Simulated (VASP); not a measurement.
A run of VASP 6.6.1 is set up as follows.

The input INCAR:

```
  PREC = Accurate
  ENCUT = 520
  EDIFF = 1E-7
  ISMEAR = 1
  SIGMA = 0.03
  LREAL = False
  LASPH = True
  NELM = 80
  ALGO = Normal
  ISIF = 2
  LWAVE = False
  LCHARG = False
  GGA = PE
  NBANDS = 11
```

KPOINTS

```
regular mesh
0
Gamma
  10 10 10
```

File POSCAR:

```
Si
1.0
    0.0000000000      2.7354874751      2.7354874751
    2.7354874751      0.0000000000      2.7354874751
    2.7354874751      2.7354874751      0.0000000000
Si
2
Direct
    0.5000000000      0.5000000000      0.5000000000
    0.7500000000      0.7500000000      0.7500000000
```

Potentials or basis: VASP PAW PBE potentials, release 64 (Si).

Run with:

```sh
$ cat potpaw_PBE.64/Si/POTCAR > POTCAR
$ mpirun -np 1 vasp_std > vasp.out
```

What does it give for the band gap on the k mesh?

0.62 eV, indirect (least direct gap 2.56 eV).

What does it give for the pressure?

-0.1 GPa.

A k mesh can miss the band edges.
